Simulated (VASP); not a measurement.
SnTe2: relaxation of cell and atoms with PBE

SnTe2:

```
Sn Te
1.0
     0.00000    3.72451    3.72451
     3.72451    0.00000    3.72451
     3.72451    3.72451    0.00000
Sn Te
1 2
Direct
  0.00000 0.00000 0.00000
  0.25000 0.25000 0.25000
  0.75000 0.75000 0.75000
```

```json
{
 "Program": "VASP 6.6.1",
 "Task": "relaxation of cell and atoms",
 "Functional": "PBE",
 "Potentials or basis": "VASP PAW PBE potentials, release 64 (Sn_d, Te)",
 "Cutoff": "600 eV",
 "k mesh": "12 × 12 × 12",
 "Occupations": "gaussian, width 0.1 eV",
 "Spin": "no spin polarisation",
 "Dipole correction": "no",
 "Further INCAR settings": "ALGO = Normal; EDIFF = 1e-06; IBRION = 2; EDIFFG = -0.01; NSW = 100; ISIF = 3"
}
```

```yaml
Relaxed_volume: 34.38 Å³/atom
Relaxed_cell: a = 5.264 Å, b = 5.264 Å, c = 5.264 Å, α = 60.00°, β = 60.00°, γ = 60.00°
Space_group_after_relaxing_to_0.05_Å: Fm-3m (No. 225)
Energy_gained_by_relaxing: 0.0 meV/atom
Ionic_steps: 2
Pressure_after_relaxing: 0.0 GPa
Band_gap_on_the_k_mesh: zero (band 13 reaches 6.04 eV, above the bottom of band 14 at 3.99 eV)
```

Final structure:
```yaml
crystal:
  lattice:
    - [0.00000, 3.72224, 3.72224]
    - [3.72224, 0.00000, 3.72224]
    - [3.72224, 3.72224, 0.00000]
  atoms:
    - { symbol: Sn, position: [0.00000, 0.00000, 0.00000] }
    - { symbol: Te, position: [0.25000, 0.25000, 0.25000] }
    - { symbol: Te, position: [0.75000, 0.75000, 0.75000] }
```

Levels at points of the mesh, in eV from the Fermi level:
| k point | band 9 | band 10 | band 11 | band 12 | band 13 | band 14 | band 15 | band 16 | band 17 |
| --- | --- | --- | --- | --- | --- | --- | --- | --- | --- |
| (0.00, 0.00, 0.00) | -2.54 | -2.54 | -2.54 | -1.33 | -1.33 | -1.33 | 1.67 | 1.67 | 1.67 |
| (0.50, 0.00, 0.00) | -2.84 | -2.84 | -2.40 | -1.78 | -1.78 | 0.68 | 3.23 | 3.23 | 4.44 |
| (0.50, 0.50, 0.00) | -4.15 | -4.15 | -1.61 | 0.49 | 0.49 | 1.09 | 2.12 | 4.14 | 4.14 |

It took 88 s on 1 thread of Intel(R) Xeon(R) 6975P-C (Granite Rapids), on a shared host, peak memory 0.38 GiB.

Caveat: spin-orbit coupling is left out, which moves the levels of the heavy elements.
